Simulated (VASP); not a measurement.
Runs of VASP 6.6.1 on InSb. The structure is that of space group Fmmm (No. 69), or close to it. The cells are those of the table. 

```csv
cell,gap on the mesh (eV),pressure (GPa)
"a = 4.758, b = 4.335, c = 4.051 Å, angles 69.0, 58.3, 52.7°, 2 atoms",none,14.4
"a = 4.393, b = 4.040, c = 4.686 Å, angles 59.9, 52.7, 67.4°, 2 atoms",none,(a)
"a = 4.511, b = 4.193, c = 4.361 Å, angles 63.6, 56.4, 60.0°, 2 atoms",none,2.0
"a = 4.339, b = 4.168, c = 4.569 Å, angles 59.3, 55.7, 64.9°, 2 atoms",none,3.6
"a = 4.683, b = 4.401, c = 4.035 Å, angles 67.3, 60.1, 52.6°, 2 atoms",none,9.2
"a = 4.594, b = 4.117, c = 4.375 Å, angles 65.4, 54.6, 60.0°, 2 atoms",none,4.8
"a = 4.544, b = 4.397, c = 4.135 Å, angles 64.3, 60.7, 55.1°, 2 atoms",none,(c)
"a = 4.485, b = 3.955, c = 4.700 Å, angles 61.7, 50.9, 67.3°, 2 atoms",none,(b)
```

Alike in all rows: task single point; level PBE; potentials or basis VASP PAW PBE potentials, release 64 (In_d, Sb); no spin polarisation; k mesh 12 × 12 × 12; cutoff (eV) 520; smearing gaussian 0.15 eV.

Problem. Estimate the missing entries.

Solution. (a) 9.4; (b) 11.0; (c) 3.2.

Caveats: spin-orbit coupling is left out, which moves the levels of the heavy elements; the cell stands under pressure (at least some runs).

A k mesh can miss the band edges, and the runs leave out spin-orbit coupling on In, Sb.

A gap of «none» marks levels without a gap at the run's occupations.
